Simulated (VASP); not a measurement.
The system is TiTe2.

```
Te Ti
1.0
     3.69990    0.00000    0.00000
    -1.84995    3.20420    0.00000
     0.00000    0.00000    6.36535
Te Ti
2 1
Direct
  0.33333 0.66667 0.73720
  0.66667 0.33333 0.26280
  0.00000 0.00000 0.00000
```

Base run:

- Program: VASP 6.6.1
- Functional: r2SCAN
- Potentials or basis: VASP PAW PBE potentials, release 64 (Te, Ti_sv)
- Cutoff: 520 eV
- k mesh: 8 × 8 × 4
- Occupations: fermi-dirac, width 0.05 eV
- Spin: no spin polarisation

Its results: band gap on the k mesh zero (band 12 reaches 8.01 eV, above the bottom of band 13 at 7.27 eV); pressure 5.9 GPa; largest force 0.383 eV/Å.

Q: The run is repeated on the same cell with these changes: functional from r2SCAN to LDA; potentials or basis from VASP PAW PBE potentials, release 64 (Te, Ti_sv) to VASP PAW LDA potentials, release 64 (Te, Ti_sv). What comes out?

A: Band gap on the k mesh zero (band 12 reaches 7.79 eV, above the bottom of band 13 at 7.02 eV); pressure 0.0 GPa; largest force 0.252 eV/Å.

Caveats: spin-orbit coupling is left out, which moves the levels of the heavy elements; the PAW data sets were made with another functional, which shifts forces and pressure a little (some runs).
